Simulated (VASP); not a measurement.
# TiAl (P-6m2) in VASP: vibrations by perturbation theory with LDA

Aim: the vibrations by perturbation theory of TiAl with LDA.

Program: VASP 6.6.1. These are calculated values, not measurements. Logs are shortened: lines on timing, memory, paths and dates and some standing lists are left out, and cuts for length are marked.

**1. The cell of the first run**

The structure is hexagonal, space group P-6m2 (No. 187). Conventional cell: a = 2.812 Å, b = 2.812 Å, c = 4.591 Å, α = 90.00°, β = 90.00°, γ = 120.00°. Within 3.7 Å of Ti (site symmetry -6m2) lie 6 Al at 2.81 Å and 6 Ti at 2.81 Å. Al (site symmetry -6m2) has 6 Ti at 2.81 Å and 6 Al at 2.81 Å within 3.7 Å.

**2. Vibrations by perturbation theory, LDA**

Contents of INCAR:

```
SYSTEM = TiAl
PREC = Accurate
ENCUT = 520
EDIFF = 1E-8
ISMEAR = 0
SIGMA = 0.15
LREAL = .False.
LASPH = .True.
NELM = 60
ALGO = Normal
ISIF = 2
LWAVE = .False.
LCHARG = .False.
IBRION = 8
NSW = 1
```

Contents of KPOINTS:

```
Automatic mesh
0
Gamma
  18 18 10
  0 0 0
```

Contents of POSCAR:

```
TiAl
1.0
    2.8119099887      0.0000000000      0.0000000000
   -1.4059549943      2.4351854834      0.0000000000
    0.0000000000      0.0000000000      4.5908878731
Ti Al
1 1
Direct
    0.0000000000      0.0000000000      0.0000000000
    0.3333333333      0.6666666667      0.5000000000
```

Potentials or basis: VASP PAW LDA potentials, release 64 (Ti_sv, Al).

Run with:

```sh
cat potpaw_LDA.64/Ti_sv/POTCAR potpaw_LDA.64/Al/POTCAR > POTCAR
mpirun -np 1 vasp_std > vasp.out
```

OUTCAR:

```text
SYSTEM = TiAl
   PREC = Accurate
   ENCUT = 520
   EDIFF = 1E-8
   ISMEAR = 0
   LREAL = .False.
   LASPH = .True.
   NELM = 60
   ISIF = 2
   IBRION = 8
   NSW = 1

 ion  position               nearest neighbor table
   1  0.000  0.000  0.000-   2 2.81   2 2.81   2 2.81   2 2.81   2 2.81   2 2.81
   2  0.333  0.667  0.500-   1 2.81   1 2.81   1 2.81   1 2.81   1 2.81   1 2.81

  LATTYP: Found a hexagonal cell.
 ALAT       =     2.8119099887
 C/A-ratio  =     1.6326581902

  Lattice vectors:

 A1 = (   2.8119099887,   0.0000000000,   0.0000000000)
 A2 = (  -1.4059549943,   2.4351854834,   0.0000000000)
 A3 = (   0.0000000000,   0.0000000000,   4.5908878731)

Analysis of symmetry for initial positions (statically):
=====================================================================
 Subroutine PRICEL returns:
 Original cell was already a primitive cell.

 Routine SETGRP: Setting up the symmetry group for a
 hexagonal supercell.

 Subroutine GETGRP returns: Found 12 space group operations
 (whereof 12 operations were pure point group operations)
 out of a pool of 24 trial point group operations.

The static configuration has the point symmetry D_3h.

Analysis of symmetry for dynamics (positions and initial velocities):
=====================================================================
 Subroutine PRICEL returns:
 Original cell was already a primitive cell.

 Routine SETGRP: Setting up the symmetry group for a
 hexagonal supercell.

 Subroutine GETGRP returns: Found 12 space group operations
 (whereof 12 operations were pure point group operations)
 out of a pool of 24 trial point group operations.

The dynamic configuration has the point symmetry D_3h.

 Subroutine INISYM returns: Found 12 space group operations
 (whereof 12 operations are pure point group operations),
 and found     1 'primitive' translations

----------------------------------------------------------------------------------------

                                     Primitive cell

  volume of cell :      31.4362

  direct lattice vectors                    reciprocal lattice vectors
     2.811909989  0.000000000  0.000000000     0.355630160  0.205323169  0.000000000
    -1.405954994  2.435185483  0.000000000     0.000000000  0.410646338  0.000000000
     0.000000000  0.000000000  4.590887873     0.000000000  0.000000000  0.217822789

  length of vectors
     2.811909989  2.811909989  4.590887873     0.410646338  0.410646338  0.217822789

  position of ions in fractional coordinates (direct lattice)
     0.000000000  0.000000000  0.000000000
     0.333333333  0.666666667  0.500000000

  ion indices of the primitive-cell ions
   primitive index   ion index
                 1           1
                 2           2

----------------------------------------------------------------------------------------

 KPOINTS: Automatic mesh

Automatic generation of k-mesh.
 Grid dimensions read from file:
 generate k-points for:   18   18   10

 Generating k-lattice:

  Cartesian coordinates                     Fractional coordinates (reciprocal lattice)
     0.019757231  0.011406843  0.000000000     0.055555556  0.000000000  0.000000000
     0.000000000  0.022813685  0.000000000     0.000000000  0.055555556  0.000000000
     0.000000000  0.000000000  0.021782279     0.000000000  0.000000000  0.100000000

  Length of vectors
     0.022813685  0.022813685  0.021782279

  Shift w.r.t. Gamma in fractional coordinates (k-lattice)
     0.000000000  0.000000000  0.000000000

 Subroutine IBZKPT returns following result:
 ===========================================

 Found    222 irreducible k-points:

 Following reciprocal coordinates:
            Coordinates               Weight
  0.000000  0.000000  0.000000      1.000000
  0.055556 -0.000000  0.000000      6.000000
  0.111111 -0.000000  0.000000      6.000000
  0.166667 -0.000000  0.000000      6.000000
  0.222222 -0.000000  0.000000      6.000000
  0.277778  0.000000  0.000000      6.000000
[... 16 lines left out ...]
  0.333333  0.111111  0.000000     12.000000
  0.388889  0.111111  0.000000     12.000000
 [... further k-points ...]
   k-points           NKPTS =    222   k-points in BZ     NKDIM =    222   number of bands    NBANDS=     11
   number of dos      NEDOS =    301   number of ions     NIONS =      2
   total plane-waves  NPLWV =  20736
   dimension x,y,z NGX =    24 NGY =   24 NGZ =   36
   dimension x,y,z NGXF=    48 NGYF=   48 NGZF=   72
   ions per type =               1   1
   NGX,Y,Z   is equivalent  to a cutoff of  14.19, 14.19, 13.04 a.u.
   NGXF,Y,Z  is equivalent  to a cutoff of  28.38, 28.38, 26.07 a.u.
 SYSTEM =  TiAl
   PREC   = accura    normal or accurate (medium, high low for compatibility)
   ISTART =      0    job   : 0-new  1-cont  2-samecut
   ICHARG =      2    charge: 1-file 2-atom 10-const
   ISPIN  =      1    spin polarized calculation?
   LNONCOLLINEAR =      F non collinear calculations
   LSORBIT =      F    spin-orbit coupling
   LASPH  =      T    aspherical Exc in radial PAW
   ENCUT  =  520.0 eV  38.22 Ry    6.18 a.u.   5.23  5.23  8.54*2*pi/ulx,y,z
   NELM   =     60;   NELMIN=  2; NELMDL= -5     # of ELM steps
   EDIFF  = 0.1E-07   stopping-criterion for ELM
   LREAL  =      F    real-space projection
   EDIFFG = 0.1E-06   stopping-criterion for IOM
   NSW    =      1    number of steps for IOM
   IBRION =      8    ionic relax: 0-MD 1-quasi-New 2-CG
   NFREE  =      0    steps in history (QN), initial steepest desc. (CG)
   ISIF   =      2    stress and relaxation
   ISYM   =      2    0-nonsym 1-usesym 2-fastsym
   POTIM  = 0.5000    time-step for ionic-motion
   TEBEG  =    0.0;   TEEND  =   0.0 temperature during run
   PSTRESS=    0.0 pullay stress
   NELECT =      15.0000    total number of electrons
   NUPDOWN=      -1.0000    fix difference up-down
   EMIN   =  10.00;   EMAX   =-10.00  energy-range for DOS
   EFERMI =   0.00;   METHOD = LEGACY
   ISMEAR =     0;   SIGMA  =   0.15  broadening in eV -4-tet -1-fermi 0-gaus
   EFERMI_NEDOS =   21; number of points for ismear=-14 and -15
   IALGO  =     38    algorithm
   IMIX   =      4    mixing-type and parameters
     AMIX     =   0.40;   BMIX     =  1.00
     AMIX_MAG =   1.60;   BMIX_MAG =  1.00
  volume/ion in A,a.u.               =      15.72       106.07
  Fermi-wavevector in a.u.,A,eV,Ry     =   1.279269  2.417468 22.266330  1.636529
  Thomas-Fermi vector in A             =   2.411764
   LORBIT       =      0    0 simple, 1 ext, 2 COOP (PROOUT), +10 PAW based schemes
   GGA     = CA    functional components
   LHFCALC =     F    Hartree Fock is set to
   AEXX    =    0.0000 exact exchange contribution
   IVDW    =     0    specifies the selected vdW correction
   LEPSILON=     F    determine dielectric tensor
   LRPA    =     F    only Hartree local field effects (RPA)
 non-spin polarized calculation
 Gauss-broadening in eV      SIGMA  =   0.15
  energy-cutoff  :      520.00
  volume of cell :       31.44
 maximum number of plane-waves:       860
 NGX is ok and might be reduce to    24
   NGX = 11   NGY = 11   NGZ = 17

--------------------------------------- Ionic step        1  -------------------------------------------

 number of electron      15.0000004 magnetization

 Free energy of the ion-electron system (eV)
  ---------------------------------------------------
  ext. energy  EPLUGINS =         0.00000000
  ---------------------------------------------------
  free energy    TOTEN  =       -13.26361599 eV

  energy without entropy =      -13.23662755  energy(sigma->0) =      -13.25012177

 E-fermi :   8.2511     XC(G=0): -11.4032

 val. band max:        8.2490223136   @ k =   0.2222   0.0556   0.5000
 cond. band min:       8.2513224106   @ k =   0.3333  -0.0000   0.0000
 fundamental gap:      0.0023000970
 Fermi energy:         8.2511253678

 k-point     1 :       0.0000    0.0000    0.0000
  band No.  band energies     occupation
      1     -47.4608      2.00000
      2     -24.1783      2.00000
      3     -23.6798      2.00000
      4     -23.6798      2.00000
      5      -0.9245      2.00000
      6       5.8943      2.00000
      7       6.4483      2.00000
      8       9.5591      0.00000
      9       9.5591      0.00000
     10      11.1545      0.00000
     11      11.1545      0.00000
[... 309 lines left out ...]
 k-point    24 :       0.3889    0.1111    0.0000
  band No.  band energies     occupation
      1     -47.3342      2.00000
      2     -24.3486      2.00000
      3     -24.0577      2.00000
      4     -23.8912      2.00000
      5       3.9355      2.00000
      6       6.2818      2.00000
      7       6.7038      2.00000
      8       7.4026      2.00000
      9       9.8695      0.00000
     10      11.5184      0.00000
     11      12.5596      0.00000

 [... further k-points ...]

------------------------ aborting loop because EDIFF is reached ----------------------------------------

  FORCE on cell =-STRESS in cart. coord.  units (eV):
  Direction    XX          YY          ZZ          XY          YZ          ZX
  --------------------------------------------------------------------------------------
  -------------------------------------------------------------------------------------
  Total        0.0252437      0.0252437      0.0124190      0.0000000      0.0000000      0.0000000
  in kB        1.2865682      1.2865682      0.6329481      0.0000000      0.0000000      0.0000000
  external PRESSURE =       1.0686948 kB  Pullay stress =       0.0000000 kB

 VOLUME and BASIS-vectors are now :
 -----------------------------------------------------------------------------
  energy-cutoff  :      520.00
  volume of cell :       31.44
      direct lattice vectors                 reciprocal lattice vectors
     2.811909989  0.000000000  0.000000000     0.355630160  0.205323169  0.000000000
    -1.405954994  2.435185483  0.000000000     0.000000000  0.410646338  0.000000000
     0.000000000  0.000000000  4.590887873     0.000000000  0.000000000  0.217822789

 POSITION                                       TOTAL-FORCE (eV/Angst)
 -----------------------------------------------------------------------------------
      0.00000      0.00000      0.00000        -0.000000     -0.000000      0.000000
     -0.00000      1.62346      2.29544         0.000000      0.000000      0.000000
 -----------------------------------------------------------------------------------
    total drift:                                0.000000     -0.000000      0.000000

  FREE ENERGIE OF THE ION-ELECTRON SYSTEM (eV)
  ---------------------------------------------------
  free  energy   TOTEN  =       -13.2636159861 eV

  energy  without entropy=      -13.2366275494  energy(sigma->0) =      -13.25012177

[... ionic steps 2 to 3 ...]

--------------------------------------- Ionic step        4  -------------------------------------------

------------------------ aborting loop because EDIFF is reached ----------------------------------------
[... 11 lines left out ...]
[... ionic steps 8 to 8 ...]

--------------------------------------- Ionic step        9  -------------------------------------------

 Free energy of the ion-electron system (eV)
  ---------------------------------------------------
  ---------------------------------------------------
  free energy    TOTEN  =        -0.01311205 eV

  energy without entropy =       -0.01311206

------------------------ aborting loop because EDIFF is reached ----------------------------------------

 INTERNAL STRAIN TENSOR  FOR ION    2  DIRECTION 3   (eV/Angst):
 -----------------------------------------------------------------------------
     0.00394  0.00000  0.00000
     0.00000  0.00394  0.00000
    -0.00000  0.00000 -0.00688

 INTERNAL STRAIN TENSOR FOR ION    2 for displacements in x,y,z  (eV/Angst):
          X           Y           Z          XY          YZ          ZX
  --------------------------------------------------------------------------------
  x     0.00000    -0.00000     0.00000     3.39323     0.00000     0.00000
  y     3.39323    -3.39323    -0.00000    -0.00000     0.00000     0.00000
  z     0.00000     0.00000     0.00000     0.00000     0.00000     0.00000

 SECOND DERIVATIVES (NOT SYMMETRIZED)
 ------------------------------------
               1X          1Y          1Z          2X          2Y          2Z
  1X    -2.144634   -0.000000    0.000000    2.144634    0.000000    0.000000
  1Y    -0.000000   -2.144634    0.000000    0.000000    2.144634    0.000000
  1Z     0.000000   -0.000000   -7.726909    0.000000    0.000000    7.726909
  2X     2.136929    0.000000    0.000000   -2.136929   -0.000000    0.000000
  2Y     0.000000    2.136929    0.000000   -0.000000   -2.136929    0.000000
  2Z    -0.000000    0.000000    7.672933    0.000000   -0.000000   -7.672933

 Eigenvectors and eigenvalues of the dynamical matrix
 ----------------------------------------------------

   1 f  =   10.437671 THz    65.581822 2PiTHz  348.163233 cm-1    43.166720 meV
             X         Y         Z           dx          dy          dz
      0.000000  0.000000  0.000000     0.000000    0.000000   -0.601692
     -0.000000  1.623457  2.295444    -0.000000   -0.000000    0.798728
[... 21 lines left out ...]
   6 f/i=    0.017582 THz     0.110469 2PiTHz    0.586463 cm-1     0.072712 meV
             X         Y         Z           dx          dy          dz
      0.000000  0.000000  0.000000    -0.000000    0.000000   -0.798728
     -0.000000  1.623457  2.295444    -0.000000    0.000000   -0.601692

--------------------------------------------------------------------------------------------------------

 ELASTIC MODULI CONTR FROM IONIC RELAXATION (kBar)
 Direction    XX          YY          ZZ          XY          YZ          ZX
 --------------------------------------------------------------------------------
 XX        -254.0092    254.0092      0.0000     -0.0000      0.0000      0.0000
 YY         254.0092   -254.0092     -0.0000     -0.0000      0.0000     -0.0000
 ZZ           0.0000     -0.0000     -0.0000      0.0000      0.0000     -0.0000
 XY          -0.0000     -0.0000      0.0000   -254.0092      0.0000     -0.0000
 YZ           0.0000      0.0000      0.0000      0.0000      0.0000      0.0000
 ZX           0.0000     -0.0000     -0.0000     -0.0000      0.0000     -0.0000
 --------------------------------------------------------------------------------
```

Wall time 11 min (1 thread of Intel Xeon 6975P-C (Granite Rapids), shared host); peak memory 0.8 GiB.

Results:

```yaml
Highest_phonon_frequency_at_Γ: 348 cm⁻¹
```

Phonon frequencies in cm⁻¹ (negative: imaginary):
| q point | frequencies |
| --- | --- |
| (0.000, 0.000, 0.000) | -1 0 0 184 184 348 |
